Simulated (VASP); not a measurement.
# BiTe (Fm-3m) in VASP: further runs

The runs below take BiTe through elastic constants, vibrations by perturbation theory, with PBEsol.

Everything below comes from runs of VASP 6.6.1. Logs are shortened: lines on timing, memory, paths and dates and some standing lists are left out, and cuts for length are marked.

**1. The cell of the first run**

It takes space group Fm-3m (No. 225, cubic). Conventional cell: a = 6.401 Å, b = 6.401 Å, c = 6.401 Å, α = 90.00°, β = 90.00°, γ = 90.00°. Bi (site symmetry m-3m) has 6 Te at 3.20 Å within 4.2 Å. Te (site symmetry m-3m) has 6 Bi at 3.20 Å within 4.2 Å.

**2. Elastic constants, PBEsol**

Input file INCAR:

```
PREC = Accurate ; ENCUT = 600
EDIFF = 1E-8 ; ISMEAR = -1
SIGMA = 0.15 ; LREAL = F
LASPH = T ; NELM = 60
ALGO = Normal ; ISIF = 3
LWAVE = F ; LCHARG = F
GGA = PS ; NBANDS = 18
IBRION = 6 ; NFREE = 2
POTIM = 0.015 ; NSW = 1
```

Input file KPOINTS:

```
Automatic mesh
0
Gamma
  12 12 12
```

Input file POSCAR:

```
BiTe
1.0
    0.0000000000      3.2005777449      3.2005777449
    3.2005777449      0.0000000000      3.2005777449
    3.2005777449      3.2005777449      0.0000000000
Bi Te
1 1
Direct
    0.0000000000      0.0000000000      0.0000000000
    0.5000000000      0.5000000000      0.5000000000
```

Potentials or basis: VASP PAW PBE potentials, release 64 (Bi_d, Te).

The run is started by

```bash
> cat potpaw_PBE.64/Bi_d/POTCAR potpaw_PBE.64/Te/POTCAR > POTCAR
> mpirun -np 1 vasp_std > vasp.out
```

OUTCAR:

```text
PREC = Accurate
   ENCUT = 600
   EDIFF = 1E-8
   ISMEAR = -1
   LREAL = F
   LASPH = T
   NELM = 60
   ISIF = 3
   GGA = PS
   IBRION = 6
   NFREE = 2
   POTIM = 0.015
   NSW = 1

 ion  position               nearest neighbor table
   1  0.000  0.000  0.000-   2 3.20   2 3.20   2 3.20   2 3.20   2 3.20   2 3.20
   2  0.500  0.500  0.500-   1 3.20   1 3.20   1 3.20   1 3.20   1 3.20   1 3.20

  LATTYP: Found a face centered cubic cell.
 ALAT       =     6.4011554898

  Lattice vectors:

 A1 = (   0.0000000000,   3.2005777449,   3.2005777449)
 A2 = (   3.2005777449,   0.0000000000,   3.2005777449)
 A3 = (   3.2005777449,   3.2005777449,   0.0000000000)

Analysis of symmetry for initial positions (statically):
=====================================================================
 Subroutine PRICEL returns:
 Original cell was already a primitive cell.

 Routine SETGRP: Setting up the symmetry group for a
 face centered cubic supercell.

 Subroutine GETGRP returns: Found 48 space group operations
 (whereof 48 operations were pure point group operations)
 out of a pool of 48 trial point group operations.

The static configuration has the point symmetry O_h .

Analysis of symmetry for dynamics (positions and initial velocities):
=====================================================================
 Subroutine PRICEL returns:
 Original cell was already a primitive cell.

 Routine SETGRP: Setting up the symmetry group for a
 face centered cubic supercell.

 Subroutine GETGRP returns: Found 48 space group operations
 (whereof 48 operations were pure point group operations)
 out of a pool of 48 trial point group operations.

The dynamic configuration has the point symmetry O_h .

 Subroutine INISYM returns: Found 48 space group operations
 (whereof 48 operations are pure point group operations),
 and found     1 'primitive' translations

----------------------------------------------------------------------------------------

                                     Primitive cell

  volume of cell :      65.5715

  direct lattice vectors                    reciprocal lattice vectors
     0.000000000  3.200577745  3.200577745    -0.156221795  0.156221795  0.156221795
     3.200577745  0.000000000  3.200577745     0.156221795 -0.156221795  0.156221795
     3.200577745  3.200577745  0.000000000     0.156221795  0.156221795 -0.156221795

  length of vectors
     4.526300454  4.526300454  4.526300454     0.270584086  0.270584086  0.270584086

  position of ions in fractional coordinates (direct lattice)
     0.000000000  0.000000000  0.000000000
     0.500000000  0.500000000  0.500000000

  ion indices of the primitive-cell ions
   primitive index   ion index
                 1           1
                 2           2

----------------------------------------------------------------------------------------

 KPOINTS: Automatic mesh

Automatic generation of k-mesh.
 Grid dimensions read from file:
 generate k-points for:   12   12   12

[... 102 lines left out ...]

 number of electron      21.0000004 magnetization

 Free energy of the ion-electron system (eV)
  ---------------------------------------------------
  ext. energy  EPLUGINS =         0.00000000
  ---------------------------------------------------
  free energy    TOTEN  =        -8.03868105 eV

  energy without entropy =       -7.93962344  energy(sigma->0) =       -7.98915225

------------------------ aborting loop because EDIFF is reached ----------------------------------------

  FORCE on cell =-STRESS in cart. coord.  units (eV):
  Direction    XX          YY          ZZ          XY          YZ          ZX
  --------------------------------------------------------------------------------------
  -------------------------------------------------------------------------------------
  Total        0.0044994      0.0044994      0.0044994     -0.0000000     -0.0000000     -0.0000000
  in kB        0.1099377      0.1099377      0.1099377     -0.0000000     -0.0000000     -0.0000000
  external PRESSURE =       0.1099377 kB  Pullay stress =       0.0000000 kB
[... 89 lines left out ...]
  FREE ENERGIE OF THE ION-ELECTRON SYSTEM (eV)
  ---------------------------------------------------
  free  energy   TOTEN  =        -8.0329213996 eV

  energy  without entropy=       -7.9355496045  energy(sigma->0) =       -7.98423550

[... ionic steps 4 to 14 ...]

--------------------------------------- Ionic step       15  -------------------------------------------

 number of electron      21.0000002 magnetization

------------------------ aborting loop because EDIFF is reached ----------------------------------------
[... 67 lines left out ...]
--------------------------------------- Ionic step       17  -------------------------------------------

 number of electron      21.0000004 magnetization

 Free energy of the ion-electron system (eV)
  ---------------------------------------------------
  ext. energy  EPLUGINS =         0.00000000
  ---------------------------------------------------
  free energy    TOTEN  =        -8.03837068 eV

  energy without entropy =       -7.93930639  energy(sigma->0) =       -7.98883854

 E-fermi :   6.8896     XC(G=0):  -9.7356

 val. band max:        6.8399173158   @ k =   0.2500   0.0833  -0.4167
 cond. band min:       6.8918913040   @ k =   0.3333   0.0000   0.0000
 fundamental gap:      0.0519739881
 Fermi energy:         6.8896493823

 k-point     1 :       0.0000    0.0000    0.0000
  band No.  band energies     occupation
      1     -16.1968      2.00000
      2     -16.1967      2.00000
      3     -16.1902      2.00000
      4     -16.1902      2.00000
      5     -16.1901      2.00000
      6      -6.8768      2.00000
[... 481 lines left out ...]
      5     -16.1820      2.00000
      6      -4.7909      2.00000
[... 10 lines left out ...]
     17      16.4343      0.00000
     18      17.6514      0.00000

 [... further k-points ...]

------------------------ aborting loop because EDIFF is reached ----------------------------------------

  FORCE on cell =-STRESS in cart. coord.  units (eV):
  Direction    XX          YY          ZZ          XY          YZ          ZX
  --------------------------------------------------------------------------------------
  -------------------------------------------------------------------------------------
  Total        0.0079851      0.0051734      0.0051734     -0.0000000      0.0000000      0.0000000
  in kB        0.1951091      0.1264077      0.1264077     -0.0000000      0.0000000      0.0000000
  external PRESSURE =       0.1493082 kB  Pullay stress =       0.0000000 kB
[... 17 lines left out ...]
  FREE ENERGIE OF THE ION-ELECTRON SYSTEM (eV)
  ---------------------------------------------------
  free  energy   TOTEN  =        -8.0383706818 eV

  energy  without entropy=       -7.9393063916  energy(sigma->0) =       -7.98883854

 INTERNAL STRAIN TENSORS FROM STRAINED CELLS
 ============================================

 INTERNAL STRAIN TENSOR FOR ION    1 for displacements in x,y,z  (eV/Angst):
          X           Y           Z          XY          YZ          ZX
  --------------------------------------------------------------------------------
  x     0.00000     0.00000     0.00000     0.00000     0.00000    -0.00000
  y     0.00000    -0.00000    -0.00000     0.00000     0.00000     0.00000
  z     0.00000     0.00000    -0.00000     0.00000     0.00000    -0.00000

 INTERNAL STRAIN TENSORS FROM DISPLACED ATOMS
 ============================================

 INTERNAL STRAIN TENSOR FOR ION    1 for displacements in x,y,z  (eV/Angst):
          X           Y           Z          XY          YZ          ZX
  --------------------------------------------------------------------------------
  x     0.00000     0.00000     0.00000     0.00000     0.00000     0.00000
  y     0.00000     0.00000     0.00000     0.00000     0.00000     0.00000
  z     0.00000     0.00000     0.00000     0.00000     0.00000     0.00000

 INTERNAL STRAIN TENSOR FOR ION    2 for displacements in x,y,z  (eV/Angst):
          X           Y           Z          XY          YZ          ZX
  --------------------------------------------------------------------------------
  x     0.00000     0.00000     0.00000     0.00000     0.00000     0.00000
  y     0.00000     0.00000     0.00000     0.00000     0.00000     0.00000
  z     0.00000     0.00000     0.00000     0.00000     0.00000     0.00000

 Eigenvectors and eigenvalues of the dynamical matrix
 ----------------------------------------------------

   1 f  =    2.920264 THz    18.348560 2PiTHz   97.409522 cm-1    12.077236 meV
             X         Y         Z           dx          dy          dz
      0.000000  0.000000  0.000000    -0.616858    0.000000    0.000000
      3.200578  3.200578  3.200578     0.787074    0.000000    0.000000
[... 21 lines left out ...]
   6 f/i=    0.004232 THz     0.026591 2PiTHz    0.141170 cm-1     0.017503 meV
             X         Y         Z           dx          dy          dz
      0.000000  0.000000  0.000000    -0.787074    0.000000    0.000000
      3.200578  3.200578  3.200578    -0.616858    0.000000    0.000000

--------------------------------------------------------------------------------------------------------

 ELASTIC MODULI CONTR FROM IONIC RELAXATION (kBar)
 Direction    XX          YY          ZZ          XY          YZ          ZX
 --------------------------------------------------------------------------------
 XX           0.0000      0.0000      0.0000      0.0000      0.0000      0.0000
 YY           0.0000      0.0000      0.0000      0.0000      0.0000      0.0000
 ZZ           0.0000      0.0000      0.0000      0.0000      0.0000      0.0000
 XY           0.0000      0.0000      0.0000      0.0000      0.0000      0.0000
 YZ           0.0000      0.0000      0.0000      0.0000      0.0000      0.0000
 ZX           0.0000      0.0000      0.0000      0.0000      0.0000      0.0000
 --------------------------------------------------------------------------------

 TOTAL ELASTIC MODULI (kBar)
 Direction    XX          YY          ZZ          XY          YZ          ZX
 --------------------------------------------------------------------------------
 XX        1173.5067    220.6977    220.6977     -0.0000     -0.0000     -0.0000
 YY         220.6977   1173.5067    220.6977     -0.0000      0.0000      0.0000
 ZZ         220.6977    220.6977   1173.5067     -0.0000     -0.0000      0.0000
 XY          -0.0000     -0.0000     -0.0000    -12.9157      0.0000      0.0000
 YZ          -0.0000      0.0000     -0.0000      0.0000    -12.9157      0.0000
 ZX          -0.0000      0.0000      0.0000      0.0000      0.0000    -12.9157
 --------------------------------------------------------------------------------
```

Run time: 32 min. Hardware: 1 thread of AMD EPYC 9R45 (Zen 5), shared host; peak memory 1.1 GiB.

Results:

```
Elastic constants C11, C12, C44                         : 117, 22, -1 GPa
Voigt bulk modulus                                      : 54 GPa
Highest phonon frequency at Γ, LO-TO splitting left out : 97 cm⁻¹
```

Phonon frequencies in cm⁻¹ (negative: imaginary):
```
              q point     frequencies
(0.000, 0.000, 0.000)  0 0 0 97 97 97
```

Elastic tensor in Voigt notation (GPa, in the Cartesian axes of the cell as first typed):
```
117  22  22   0   0   0
 22 117  22   0   0   0
 22  22 117   0   0   0
  0   0   0  -1   0   0
  0   0   0   0  -1   0
  0   0   0   0   0  -1
```

Clamped-ion elastic tensor (GPa):
```
117  22  22   0   0   0
 22 117  22   0   0   0
 22  22 117   0   0   0
  0   0   0  -1   0   0
  0   0   0   0  -1   0
  0   0   0   0   0  -1
```

Caveat: the elastic tensor has a negative eigenvalue, so either the cell is unstable as it stands or the mesh is too thin; the PAW data sets were made with another functional, which shifts forces and pressure a little; spin-orbit coupling is left out, which moves the levels of the heavy elements.

**3. Elastic constants, PBEsol**

Input file INCAR:

```
SYSTEM = BiTe
PREC     = Accurate       ! precision mode
ENCUT    = 600            ! plane-wave cutoff, eV
EDIFF    = 1E-8           ! SCF threshold, eV
ISMEAR   = -1             ! smearing method
SIGMA    = 0.15           ! smearing width, eV
LREAL    = .False.        ! projectors in reciprocal space
LASPH    = .True.         ! aspherical terms in the spheres
NELM     = 60             ! most SCF steps
ALGO     = Normal         ! electronic algorithm
ISIF     = 3              ! what is computed and relaxed
LWAVE    = .False.        ! write WAVECAR
LCHARG   = .False.        ! write CHGCAR
GGA      = PS             ! functional
NBANDS   = 18             ! bands
IBRION   = 6              ! ionic algorithm
NFREE    = 2            
POTIM    = 0.015          ! step
NSW      = 1              ! ionic steps
```

Input file KPOINTS:

```
Automatic mesh
0
Gamma
  12 12 12
  0 0 0
```

Input file POSCAR:

```
BiTe
1.0
    0.0000000000      3.2005777113      3.2005777113
    3.2005777113      0.0000000000      3.2005777113
    3.2005777113      3.2005777113      0.0000000000
Bi Te
1 1
Direct
    0.0000000000      0.0000000000      0.0000000000
    0.5000000000      0.5000000000      0.5000000000
```

Potentials or basis: VASP PAW PBE potentials, release 64 (Bi_d, Te).

The run is started by

```bash
> cat potpaw_PBE.64/Bi_d/POTCAR potpaw_PBE.64/Te/POTCAR > POTCAR
> mpirun -np 1 vasp_std > vasp.out
```

Wall time 81 min (1 thread of Oxide Virtual Turin-like, shared host); peak memory 1.1 GiB.

Results (log left out):

```yaml
Elastic_constants_C11_C12_C44: 117, 22, -1 GPa
Voigt_bulk_modulus: 54 GPa
Highest_phonon_frequency_at_Γ_LO-TO_splitting_left_out: 97 cm⁻¹
```

Phonon frequencies in cm⁻¹ (negative: imaginary):
| q point | frequencies |
| --- | --- |
| (0.000, 0.000, 0.000) | 0 0 0 97 97 97 |

Elastic tensor in Voigt notation (GPa, in the Cartesian axes of the cell as first typed):
```
117  22  22   0   0   0
 22 117  22   0   0   0
 22  22 117   0   0   0
  0   0   0  -1   0   0
  0   0   0   0  -1   0
  0   0   0   0   0  -1
```

Clamped-ion elastic tensor (GPa):
```
117  22  22   0   0   0
 22 117  22   0   0   0
 22  22 117   0   0   0
  0   0   0  -1   0   0
  0   0   0   0  -1   0
  0   0   0   0   0  -1
```

Caveat: the elastic tensor has a negative eigenvalue, so either the cell is unstable as it stands or the mesh is too thin; the PAW data sets were made with another functional, which shifts forces and pressure a little; spin-orbit coupling is left out, which moves the levels of the heavy elements.

**4. Vibrations by perturbation theory, PBEsol**

This run uses another cell than the first one, of 32.68 Å³/atom.

Input file INCAR:

```
SYSTEM = BiTe
ALGO     = Normal         ! electronic algorithm
EDIFF    = 1E-8           ! SCF threshold, eV
ENCUT    = 500            ! plane-wave cutoff, eV
GGA      = PS             ! functional
GGA_COMPAT= .FALSE.      
IBRION   = 8              ! ionic algorithm
ISIF     = 2              ! what is computed and relaxed
ISMEAR   = 0              ! smearing method
LASPH    = .TRUE.         ! aspherical terms in the spheres
LCHARG   = .FALSE.        ! write CHGCAR
LREAL    = .FALSE.        ! projectors in reciprocal space
LWAVE    = .FALSE.        ! write WAVECAR
NBANDS   = 18             ! bands
NELM     = 120            ! most SCF steps
NSW      = 1              ! ionic steps
PREC     = Accurate       ! precision mode
SIGMA    = 0.15           ! smearing width, eV
```

Input file KPOINTS:

```
k-points
0
G
  16 16 16
  0 0 0
```

Input file POSCAR:

```
BiTe
1.0
    0.0000000000      3.1971538277      3.1971538277
    3.1971538277      0.0000000000      3.1971538277
    3.1971538277      3.1971538277      0.0000000000
Bi Te
1 1
Direct
    0.0000000000      0.0000000000      0.0000000000
    0.5000000000      0.5000000000      0.5000000000
```

Potentials or basis: VASP PAW PBE potentials, release 64 (Bi_d, Te).

The run is started by

```bash
> cat potpaw_PBE.64/Bi_d/POTCAR potpaw_PBE.64/Te/POTCAR > POTCAR
> mpirun -np 1 vasp_std > vasp.out
```

OUTCAR:

```text
SYSTEM = BiTe
   EDIFF = 1E-8
   ENCUT = 500
   GGA = PS
   IBRION = 8
   ISIF = 2
   ISMEAR = 0
   LASPH = .TRUE.
   LREAL = .FALSE.
   NELM = 120
   NSW = 1
   PREC = Accurate

 ion  position               nearest neighbor table
   1  0.000  0.000  0.000-   2 3.20   2 3.20   2 3.20   2 3.20   2 3.20   2 3.20
   2  0.500  0.500  0.500-   1 3.20   1 3.20   1 3.20   1 3.20   1 3.20   1 3.20

  LATTYP: Found a face centered cubic cell.
 ALAT       =     6.3943076554

  Lattice vectors:

 A1 = (   0.0000000000,   3.1971538277,   3.1971538277)
 A2 = (   3.1971538277,   0.0000000000,   3.1971538277)
 A3 = (   3.1971538277,   3.1971538277,   0.0000000000)

Analysis of symmetry for initial positions (statically):
=====================================================================
 Subroutine PRICEL returns:
[... 735 lines left out ...]

------------------------ aborting loop because EDIFF is reached ----------------------------------------

 INTERNAL STRAIN TENSOR  FOR ION    2  DIRECTION 1   (eV/Angst):
 -----------------------------------------------------------------------------
    -0.00923  0.00000  0.00000
     0.00000  0.01213  0.00000
    -0.00000  0.00000  0.01213

 INTERNAL STRAIN TENSOR FOR ION    2 for displacements in x,y,z  (eV/Angst):
          X           Y           Z          XY          YZ          ZX
  --------------------------------------------------------------------------------
  x     0.00000     0.00000     0.00000     0.00000     0.00000     0.00000
  y     0.00000     0.00000     0.00000     0.00000     0.00000     0.00000
  z     0.00000     0.00000     0.00000     0.00000     0.00000     0.00000

 SECOND DERIVATIVES (NOT SYMMETRIZED)
 ------------------------------------
               1X          1Y          1Z          2X          2Y          2Z
  1X    -3.024121    0.000000    0.000000    3.024121    0.000000    0.000000
  1Y     0.000000   -3.024121    0.000000    0.000000    3.024121    0.000000
  1Z     0.000000    0.000000   -3.024121    0.000000    0.000000    3.024121
  2X     3.007727    0.000000    0.000000   -3.007727    0.000000    0.000000
  2Y     0.000000    3.007727    0.000000    0.000000   -3.007727    0.000000
  2Z     0.000000    0.000000    3.007727    0.000000    0.000000   -3.007727

 Eigenvectors and eigenvalues of the dynamical matrix
 ----------------------------------------------------

   1 f  =    3.049194 THz    19.158649 2PiTHz  101.710151 cm-1    12.610446 meV
             X         Y         Z           dx          dy          dz
      0.000000  0.000000  0.000000    -0.616756    0.000000    0.000000
      3.197154  3.197154  3.197154     0.787154    0.000000    0.000000
[... 21 lines left out ...]
   6 f/i=    0.004023 THz     0.025279 2PiTHz    0.134205 cm-1     0.016639 meV
             X         Y         Z           dx          dy          dz
      0.000000  0.000000  0.000000    -0.787154    0.000000    0.000000
      3.197154  3.197154  3.197154    -0.616756    0.000000    0.000000

--------------------------------------------------------------------------------------------------------

 ELASTIC MODULI CONTR FROM IONIC RELAXATION (kBar)
 Direction    XX          YY          ZZ          XY          YZ          ZX
 --------------------------------------------------------------------------------
 XX           0.0000      0.0000      0.0000      0.0000      0.0000      0.0000
 YY           0.0000      0.0000      0.0000      0.0000      0.0000      0.0000
 ZZ           0.0000      0.0000      0.0000      0.0000      0.0000      0.0000
 XY           0.0000      0.0000      0.0000      0.0000      0.0000      0.0000
 YZ           0.0000      0.0000      0.0000      0.0000      0.0000      0.0000
 ZX           0.0000      0.0000      0.0000      0.0000      0.0000      0.0000
 --------------------------------------------------------------------------------
```

Wall time 42 min (1 thread of Oxide Virtual Turin-like, shared host); peak memory 0.86 GiB.

Results:

| Property | Result |
| --- | --- |
| Highest phonon frequency at Γ, LO-TO splitting left out | 102 cm⁻¹ |

Phonon frequencies in cm⁻¹ (negative: imaginary):
| q point | frequencies |
| --- | --- |
| (0.000, 0.000, 0.000) | 0 0 0 102 102 102 |

Caveat: the PAW data sets were made with another functional, which shifts forces and pressure a little; spin-orbit coupling is left out, which moves the levels of the heavy elements.
